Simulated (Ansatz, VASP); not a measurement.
**LiF in VASP and in Ansatz**

File INCAR:

```
SYSTEM = LiF
ALGO = Normal ; EDIFF = 1E-6
ENCUT = 520 ; GGA = PE
ISIF = 2 ; ISMEAR = 0
LASPH = .True. ; LCHARG = .False.
LREAL = .False. ; LWAVE = .False.
NBANDS = 18 ; NELM = 80
PREC = Accurate ; SIGMA = 0.1
```

Contents of KPOINTS:

```
k-points
0
Gamma
  6 6 6
  0 0 0
```

File POSCAR:

```
LiF
1.0
   -2.0336720977      0.0000000000     -2.0336720977
   -2.0336720977     -2.0336720977      0.0000000000
   -4.0673441954      2.0336720977      2.0336720977
Li F
2 2
Direct
    1.0000000000      1.0000000000      0.0000000000
    0.5000000000      0.5000000000      0.5000000000
    0.2500000000      0.2500000000      0.2500000000
    0.7500000000      0.7500000000      0.7500000000
```

Input for Ansatz:

```yaml
crystal:
  lattice:
    - [-2.0336720977, 0.0, -2.0336720977]
    - [-2.0336720977, -2.0336720977, 0.0]
    - [-4.0673441954, 2.0336720977, 2.0336720977]
  atoms:
    - { symbol: Li, position: [1.0, 1.0, 0.0] }
    - { symbol: Li, position: [0.5, 0.5, 0.5] }
    - { symbol: F, position: [0.25, 0.25, 0.25] }
    - { symbol: F, position: [0.75, 0.75, 0.75] }
basis:
  ecutwfc: 420
kpoints:
  mp_grid: { grid: [6, 6, 6] }
hamiltonian:
  xc: pbe
scf:
  occupations: { method: gaussian, width: 0.1 }
  lower_state_search: "off"
output:
  forces: true
  stress: true
  eigenvalues: true
```

Alike in both runs: task single point; functional PBE; k mesh 6 × 6 × 6; occupations gaussian, width 0.1 eV; no spin polarisation.

|  | VASP | Ansatz |
| --- | --- | --- |
| version | VASP 6.6.1 | Ansatz 0.2.0 |
| potentials or method | VASP PAW PBE potentials, release 64 (Li_sv, F), cutoff 520 eV | scalar-relativistic, plane waves, PAW |
| valence electrons in the cell | 20 | 20 |

```csv
,VASP,Ansatz,Ansatz less VASP
gap on the k mesh at the Fermi level (eV),8.83,8.83,+0.002
least direct gap on the mesh (eV),8.83,8.83,+0.002
```

The k mesh is coarse, so the values compare programs but aren't converged. Noted on VASP's run: the cutoff is under 1.25 times that of the potentials, so the pressure is a little rough.
